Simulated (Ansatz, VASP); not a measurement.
## CsBr: VASP beside Ansatz

The input INCAR:

```
SYSTEM = CsBr
PREC     = Accurate       ! precision mode
ENCUT    = 500            ! plane-wave cutoff, eV
EDIFF    = 1E-6           ! SCF threshold, eV
ISMEAR   = 0              ! smearing method
SIGMA    = 0.02           ! smearing width, eV
LREAL    = .FALSE.        ! projectors in reciprocal space
LASPH    = .TRUE.         ! aspherical terms in the spheres
NELM     = 120            ! most SCF steps
ALGO     = Normal         ! electronic algorithm
ISIF     = 2              ! what is computed and relaxed
LWAVE    = .FALSE.        ! write WAVECAR
LCHARG   = .FALSE.        ! write CHGCAR
GGA      = PE             ! functional
NBANDS   = 15             ! bands
GGA_COMPAT= .FALSE.
```

KPOINTS

```
Automatic mesh
0
G
  6 6 6
  0 0 0
```

Contents of POSCAR:

```
CsBr
1.0
    4.4351956600      0.0000000000      0.0000000000
    0.0000000000      4.4351956600      0.0000000000
    0.0000000000      0.0000000000      4.4351956600
Cs Br
1 1
Direct
    0.0000000000      0.0000000000      0.0000000000
    0.5000000000      0.5000000000      0.5000000000
```

Input for Ansatz:

```yaml
crystal:
  lattice:
    - [4.43519566, 0.0, 0.0]
    - [0.0, 4.43519566, 0.0]
    - [0.0, 0.0, 4.43519566]
  atoms:
    - { symbol: Cs, position: [0.0, 0.0, 0.0] }
    - { symbol: Br, position: [0.5, 0.5, 0.5] }
basis:
  ecutwfc: 420
kpoints:
  mp_grid: { grid: [6, 6, 6] }
hamiltonian:
  xc: pbe
scf:
  occupations: { method: gaussian, width: 0.02 }
output:
  forces: true
  stress: true
  eigenvalues: true
```

Alike in both runs: task single point; functional PBE; k mesh 6 × 6 × 6; occupations gaussian, width 0.02 eV; no spin polarisation.

|  | VASP | Ansatz |
| --- | --- | --- |
| version | VASP 6.6.1 | Ansatz 0.2.0 |
| potentials or method | VASP PAW PBE potentials, release 64 (Cs_sv, Br), cutoff 500 eV | scalar-relativistic, plane waves, PAW |
| valence electrons in the cell | 16 | 16 |

VASP gave:

```
gap on the k mesh at the Fermi level (eV) : 4.13
least direct gap on the mesh (eV)         : 4.17
pressure (GPa)                            : -0.3
```

Question: Estimate Ansatz's values.

Answer: gap on the k mesh at the Fermi level (eV): 4.14; least direct gap on the mesh (eV): 4.17; pressure (GPa): -0.3.

With one functional, cell and mesh, what is left measures potentials, basis and numerics.

Neither program's run includes spin-orbit coupling.
